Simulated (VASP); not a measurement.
# GaAs (P4_2/mnm) in VASP: notebook

GaAs is run at these levels: PBE; tasks: single point.

Program: VASP 6.6.1. These are calculated values, not measurements. Logs are shortened: lines on timing, memory, paths and dates and some standing lists are left out, and cuts for length are marked.

### 1 The cell of the first run

Symmetry: P4_2/mnm, No. 136, tetragonal system. Conventional cell: a = 7.025 Å, b = 7.025 Å, c = 4.061 Å, α = 90.00°, β = 90.00°, γ = 90.00°. Within 3.3 Å of Ga (site symmetry m2m) lie 4 As at 2.47 to 2.51 Å. As (site symmetry m2m) has 4 Ga at 2.47 to 2.51 Å within 3.3 Å.

### 2 Single point, PBE

INCAR reads:

```
SYSTEM = GaAs
PREC = Accurate
ENCUT = 500
EDIFF = 1E-6
ISMEAR = 0
SIGMA = 0.01
LREAL = .FALSE.
LASPH = .TRUE.
NELM = 120
ALGO = Normal
ISIF = 2
LWAVE = .FALSE.
LCHARG = .FALSE.
GGA = PE
NBANDS = 46
GGA_COMPAT = .FALSE.
```

KPOINTS reads:

```
regular mesh
0
G
  6 6 10
  0 0 0
```

POSCAR reads:

```
GaAs
1.0
    7.0247667000      0.0000000000      0.0000000000
    0.0000000000      7.0247667000      0.0000000000
    0.0000000000      0.0000000000      4.0614289000
Ga As
4 4
Direct
    0.6759940000      0.6759940000      0.0000000000
    0.8240060000      0.1759940000      0.5000000000
    0.3240060000      0.3240060000      0.0000000000
    0.1759940000      0.8240060000      0.5000000000
    0.8182200000      0.8182200000      0.5000000000
    0.6817800000      0.3182200000      0.0000000000
    0.1817800000      0.1817800000      0.5000000000
    0.3182200000      0.6817800000      0.0000000000
```

Potentials or basis: VASP PAW PBE potentials, release 64 (Ga_d, As).

On the command line:

```bash
cat potpaw_PBE.64/Ga_d/POTCAR potpaw_PBE.64/As/POTCAR > POTCAR
mpirun -np 1 vasp_std > vasp.out
```

OUTCAR:

```text
SYSTEM = GaAs
   PREC = Accurate
   ENCUT = 500
   EDIFF = 1E-6
   ISMEAR = 0
   LREAL = .FALSE.
   LASPH = .TRUE.
   NELM = 120
   ISIF = 2
   GGA = PE

 ion  position               nearest neighbor table
   1  0.676  0.676  0.000-   5 2.47   5 2.47   8 2.51   6 2.51
   2  0.824  0.176  0.500-   6 2.47   6 2.47   7 2.51   5 2.51
   3  0.324  0.324  0.000-   7 2.47   7 2.47   8 2.51   6 2.51
   4  0.176  0.824  0.500-   8 2.47   8 2.47   5 2.51   7 2.51
   5  0.818  0.818  0.500-   1 2.47   1 2.47   4 2.51   2 2.51
   6  0.682  0.318  0.000-   2 2.47   2 2.47   3 2.51   1 2.51
   7  0.182  0.182  0.500-   3 2.47   3 2.47   4 2.51   2 2.51
   8  0.318  0.682  0.000-   4 2.47   4 2.47   1 2.51   3 2.51

  LATTYP: Found a simple tetragonal cell.
 ALAT       =     7.0247667000
 C/A-ratio  =     0.5781585458

  Lattice vectors:

 A1 = (   7.0247667000,   0.0000000000,   0.0000000000)
 A2 = (   0.0000000000,   7.0247667000,   0.0000000000)
 A3 = (   0.0000000000,   0.0000000000,   4.0614289000)

Analysis of symmetry for initial positions (statically):
=====================================================================
 Subroutine PRICEL returns:
 Original cell was already a primitive cell.

 Routine SETGRP: Setting up the symmetry group for a
 simple tetragonal supercell.

 Subroutine GETGRP returns: Found 16 space group operations
 (whereof  8 operations were pure point group operations)
 out of a pool of 16 trial point group operations.

The static configuration has the point symmetry D_2h.
 The point group associated with its full space group is D_4h.

Analysis of symmetry for dynamics (positions and initial velocities):
=====================================================================
 Subroutine PRICEL returns:
 Original cell was already a primitive cell.

 Routine SETGRP: Setting up the symmetry group for a
 simple tetragonal supercell.

 Subroutine GETGRP returns: Found 16 space group operations
 (whereof  8 operations were pure point group operations)
 out of a pool of 16 trial point group operations.

The dynamic configuration has the point symmetry D_2h.
 The point group associated with its full space group is D_4h.

 Subroutine INISYM returns: Found 16 space group operations
 (whereof  8 operations are pure point group operations),
 and found     1 'primitive' translations

[... 111 lines left out ...]
   NFREE  =      0    steps in history (QN), initial steepest desc. (CG)
   ISIF   =      2    stress and relaxation
   ISYM   =      2    0-nonsym 1-usesym 2-fastsym
   POTIM  = 0.5000    time-step for ionic-motion
   TEBEG  =    0.0;   TEEND  =   0.0 temperature during run
   PSTRESS=    0.0 pullay stress
   NELECT =      72.0000    total number of electrons
   NUPDOWN=      -1.0000    fix difference up-down
   EMIN   =  10.00;   EMAX   =-10.00  energy-range for DOS
   EFERMI =   0.00;   METHOD = LEGACY
   ISMEAR =     0;   SIGMA  =   0.01  broadening in eV -4-tet -1-fermi 0-gaus
   EFERMI_NEDOS =   21; number of points for ismear=-14 and -15
   IALGO  =     38    algorithm
   IMIX   =      4    mixing-type and parameters
     AMIX     =   0.40;   BMIX     =  1.00
     AMIX_MAG =   1.60;   BMIX_MAG =  1.00
  volume/ion in A,a.u.               =      25.05       169.06
  Fermi-wavevector in a.u.,A,eV,Ry     =   1.163781  2.199228 18.427558  1.354387
  Thomas-Fermi vector in A             =   2.300327
   LORBIT       =      0    0 simple, 1 ext, 2 COOP (PROOUT), +10 PAW based schemes
   GGA     = PE    functional components
   LHFCALC =     F    Hartree Fock is set to
   AEXX    =    0.0000 exact exchange contribution
   IVDW    =     0    specifies the selected vdW correction
   LEPSILON=     F    determine dielectric tensor
   LRPA    =     F    only Hartree local field effects (RPA)
 non-spin polarized calculation
 Gauss-broadening in eV      SIGMA  =   0.01
  energy-cutoff  :      500.00
  volume of cell :      200.42
 maximum number of plane-waves:      5131
 NGX is ok and might be reduce to    54
   NGX = 25   NGY = 25   NGZ = 15

 number of electron      72.0000004 magnetization

 Free energy of the ion-electron system (eV)
  ---------------------------------------------------
  ext. energy  EPLUGINS =         0.00000000
  ---------------------------------------------------
  free energy    TOTEN  =       -32.54025213 eV

  energy without entropy =      -32.54025213  energy(sigma->0) =      -32.54025213

 E-fermi :   3.1429     XC(G=0):  -9.0408

 val. band max:        3.0417290171   @ k =   0.0000   0.0000   0.0000
 cond. band min:       3.2565083770   @ k =   0.0000   0.0000   0.0000
 fundamental gap:      0.2147793599
 Fermi energy:         3.1428643436

 k-point     1 :       0.0000    0.0000    0.0000
  band No.  band energies     occupation
      1     -11.7527      2.00000
      2     -11.7512      2.00000
      3     -11.7512      2.00000
      4     -11.6880      2.00000
      5     -11.6783      2.00000
      6     -11.6737      2.00000
[... 1165 lines left out ...]
     45       7.6445      0.00000
     46       7.6445      0.00000

 [... further k-points ...]

------------------------ aborting loop because EDIFF is reached ----------------------------------------

  FORCE on cell =-STRESS in cart. coord.  units (eV):
  Direction    XX          YY          ZZ          XY          YZ          ZX
  --------------------------------------------------------------------------------------
  -------------------------------------------------------------------------------------
  Total        0.2015227      0.2015227      0.1653133     -0.0000000      0.0000000      0.0000000
  in kB        1.6109866      1.6109866      1.3215259     -0.0000000      0.0000000      0.0000000
  external PRESSURE =       1.5144997 kB  Pullay stress =       0.0000000 kB

 VOLUME and BASIS-vectors are now :
 -----------------------------------------------------------------------------
  energy-cutoff  :      500.00
  volume of cell :      200.42
      direct lattice vectors                 reciprocal lattice vectors
     7.024766700  0.000000000  0.000000000     0.142353482  0.000000000  0.000000000
     0.000000000  7.024766700  0.000000000     0.000000000  0.142353482  0.000000000
     0.000000000  0.000000000  4.061428900     0.000000000  0.000000000  0.246218763

 POSITION                                       TOTAL-FORCE (eV/Angst)
 -----------------------------------------------------------------------------------
      4.74870      4.74870      0.00000         0.004765      0.004765      0.000000
      5.78845      1.23632      2.03071        -0.004765      0.004765      0.000000
      2.27607      2.27607      0.00000        -0.004765     -0.004765      0.000000
      1.23632      5.78845      2.03071         0.004765     -0.004765      0.000000
      5.74780      5.74780      2.03071        -0.004644     -0.004644      0.000000
      4.78935      2.23542      0.00000         0.004644     -0.004644      0.000000
      1.27696      1.27696      2.03071         0.004644      0.004644      0.000000
      2.23542      4.78935      0.00000        -0.004644      0.004644      0.000000
 -----------------------------------------------------------------------------------
    total drift:                                0.000000      0.000000     -0.000000

  FREE ENERGIE OF THE ION-ELECTRON SYSTEM (eV)
  ---------------------------------------------------
  free  energy   TOTEN  =       -32.5402521338 eV

  energy  without entropy=      -32.5402521338  energy(sigma->0) =      -32.54025213
```

stdout:

```text
POSCAR found type information on POSCAR GaAs
 POSCAR found :  2 types and       8 ions
 scaLAPACK will be used
 LDA part: xc-table for (Slater+PW92), standard interpolation
 POSCAR, INCAR and KPOINTS ok, starting setup
 FFT: planning ... GRIDC
 FFT: planning ... GRID_SOFT
 FFT: planning ... GRID
 WAVECAR not read
 entering main loop
```

Wall time 13 min (1 thread of Intel Xeon 8259CL, shared host); peak memory 0.53 GiB.

What came out:

```yaml
Free_energy: -32.5403 eV
Pressure: 0.2 GPa
Largest_force: 0.007 eV/Å
Band_gap_on_the_k_mesh: 0.21 eV
```

Forces on the atoms (eV/Å):
```
Ga   0.005  0.005  0.000
Ga  -0.005  0.005  0.000
Ga  -0.005 -0.005  0.000
Ga   0.005 -0.005  0.000
As  -0.005 -0.005  0.000
As   0.005 -0.005  0.000
As   0.005  0.005  0.000
As  -0.005  0.005  0.000
```

Levels at points of the mesh, in eV from the valence-band top:
| k point | band 34 | band 35 | band 36 | band 37 | band 38 | band 39 |
| --- | --- | --- | --- | --- | --- | --- |
| (0.00, 0.00, 0.00) | -0.10 | 0.00 | 0.00 | 0.21 | 1.13 | 1.43 |
| (0.50, 0.00, 0.00) | -1.04 | -0.64 | -0.64 | 1.75 | 1.75 | 1.86 |
| (0.50, 0.50, 0.00) | -1.38 | -1.17 | -1.17 | 1.67 | 1.67 | 2.30 |
| (0.00, 0.00, 0.50) | -2.04 | -2.01 | -2.01 | 2.37 | 2.37 | 3.67 |
| (0.50, 0.00, 0.50) | -1.84 | -1.12 | -1.12 | 1.76 | 1.76 | 2.48 |
| (0.50, 0.50, 0.50) | -1.58 | -1.52 | -1.52 | 0.66 | 0.66 | 2.11 |

A k mesh can miss the band edges.

[end of part 1 of 2]
